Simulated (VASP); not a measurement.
Set up this calculation in VASP 6.6.1, as the native input.

```yaml
Task: single point
Functional: PBE
Potentials_or_basis: VASP PAW PBE potentials, release 64 (Mg_sv, O)
Cutoff: 840 eV
k_mesh: 10 × 10 × 10
Occupations: gaussian, width 0.05 eV
Spin: no spin polarisation
Dipole_correction: no
Further_INCAR_settings: ALGO = Normal; EDIFF = 1e-06; NBANDS = 15
```

The structure of MgO lies in POSCAR:

```
MgO
1.0
    0.0000000000      2.1351500000      2.1351500000
    2.1351500000      0.0000000000      2.1351500000
    2.1351500000      2.1351500000      0.0000000000
Mg O
1 1
Direct
    0.0000000000      0.0000000000      0.0000000000
    0.5000000000      0.5000000000      0.5041396786
```

This cell differs from its parent crystal: all O atoms moved +0.013 Å, as atom 2 along Cartesian [1 1 0].

These files were run (other wordings do the same):

INCAR

```
SYSTEM = MgO
PREC = Accurate
ENCUT = 840
EDIFF = 1E-6
ISMEAR = 0
SIGMA = 0.05
LREAL = .False.
LASPH = .True.
NELM = 120
ALGO = Normal
ISIF = 2
LWAVE = .False.
LCHARG = .False.
GGA = PE
NBANDS = 15
GGA_COMPAT = .False.
```

KPOINTS

```
regular mesh
0
Gamma
  10 10 10
  0 0 0
```

Potentials or basis: VASP PAW PBE potentials, release 64 (Mg_sv, O).

Command:

```console
$ cat potpaw_PBE.64/Mg_sv/POTCAR potpaw_PBE.64/O/POTCAR > POTCAR
$ mpirun -np 1 vasp_std > vasp.out
```

Results of the run:

```yaml
Pressure: -1.7 GPa
Largest_force: 0.057 eV/Å
Band_gap_on_the_k_mesh: 4.35 eV
```

Caveat: the cell differs from its parent crystal (all O atoms moved +0.013 Å, as atom 2 along Cartesian [1 1 0]).

It took 52 s on 1 thread of AMD EPYC 9R45 96-Core Processor (Zen 5), on a shared host, peak memory 0.2 GiB.
